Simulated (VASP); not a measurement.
# BiTe: single point with HSE06

BiTe:

```
Bi Te
1.0
     2.42271    1.39875    3.31729
    -2.42271    1.39875    3.31729
     0.00000   -2.79750    3.31729
Bi Te
1 1
Direct
  0.50000 0.50000 0.50000
  0.00000 0.00000 0.00000
```

```yaml
Program: VASP 6.6.1
Task: single point
Functional: HSE06
Potentials_or_basis: VASP PAW PBE potentials, release 64 (Bi_d, Te)
Cutoff: 520 eV
k_mesh: 4 × 4 × 4
Occupations: fermi-dirac, width 0.05 eV
Spin: no spin polarisation
Dipole_correction: no
Grid_for_exact_exchange_PRECFOCK: Normal
Further_INCAR_settings: ALGO = Normal; EDIFF = 1e-06; NBANDS = 18
Screening_parameter: 0.2079 1/Å
```

The pressure is -2.0 GPa.

Stress tensor (GPa, compression positive):
```
-2.18  0.00  0.00
 0.00 -2.18  0.00
 0.00  0.00 -1.58
```

Levels at points of the mesh, in eV from the Fermi level:
```
           k point  band 6  band 7  band 8  band 9  band 10  band 11  band 12  band 13  band 14  band 15
(0.00, 0.00, 0.00)  -15.08   -9.10   -3.50   -3.50    -2.10     2.08     2.83     2.83     4.31     4.31
(0.50, 0.00, 0.00)  -13.00  -12.61   -2.32   -2.26    -1.36    -1.12    -0.74     0.31     7.13     7.29
(0.50, 0.50, 0.00)  -13.05  -11.05   -6.52   -5.26    -3.97     2.55     3.39     3.99     5.07     8.64
(0.50, 0.50, 0.50)  -12.61  -12.12   -2.86   -2.86    -2.68    -1.84    -1.49    -1.49     8.49     9.06
```

Run time: 21 min on 1 thread of AMD EPYC 9R14 (Zen 4), on a shared host, peak memory 0.27 GiB.

Caveat: the k points lie up to 0.41 Å⁻¹ apart; the PAW data sets were made with another functional, which shifts forces and pressure a little; spin-orbit coupling is left out, which moves the levels of the heavy elements.
